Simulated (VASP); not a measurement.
**BiS7: single point with PBE**

Crystal: BiS7.

```
CELL_PARAMETERS angstrom
3.83147 0.00000 0.00000
0.00000 3.83147 0.00000
0.00000 0.00000 11.04027
ATOMIC_POSITIONS crystal
Bi 0.00000 0.00000 0.00000
S 0.50000 0.50000 0.28494
S 0.50000 0.50000 0.71506
S 0.50000 0.50000 0.00000
S 0.00000 0.00000 0.27769
S 0.00000 0.00000 0.72231
S 0.00000 0.00000 0.50000
S 0.50000 0.50000 0.50000
```

The cell was generated, and may not be a known phase.

```yaml
Program: VASP 6.6.1
Task: single point
Functional: PBE
Potentials_or_basis: VASP PAW PBE potentials, release 64 (Bi_d, S)
Cutoff: 520 eV
k_mesh: 8 × 8 × 4
Occupations: gaussian, width 0.1 eV
Spin: no spin polarisation
```

The pressure is -0.1 GPa and the largest force is 0.015 eV/Å. The band gap on the k mesh is zero (an odd number of electrons rules out a gap without spin polarisation).

Forces in eV/Å, atoms in the order of the input:
```
Bi   0.000  0.000  0.000
S    0.000  0.000  0.015
S    0.000  0.000 -0.015
S    0.000  0.000  0.000
S    0.000  0.000  0.011
S    0.000  0.000 -0.011
S    0.000  0.000  0.000
S    0.000  0.000  0.000
```

Stress tensor (GPa, compression positive):
```
-0.09  0.00  0.00
 0.00 -0.09  0.00
 0.00  0.00 -0.17
```

Levels at points of the mesh, in eV from the Fermi level:
```
           k point  band 26  band 27  band 28  band 29  band 30  band 31
(0.00, 0.00, 0.00)    -0.07     0.55     0.72     0.72     1.63     1.63
(0.50, 0.00, 0.00)    -1.94    -1.62    -1.44    -1.14    -1.12    -1.07
(0.50, 0.50, 0.00)    -1.42    -0.35     1.89     1.89     2.59     2.59
(0.00, 0.00, 0.50)    -0.66     0.53     0.72     0.72     1.61     1.61
(0.50, 0.00, 0.50)    -2.03    -1.38    -1.16    -0.99    -0.95    -0.82
(0.50, 0.50, 0.50)    -0.32     1.84     1.89     1.89     2.02     2.51
```

Wall time 10 min on 1 thread of Intel Xeon 8259CL, with other jobs on the host, peak memory 0.34 GiB.

Caveat: spin-orbit coupling is left out, which moves the levels of the heavy elements.
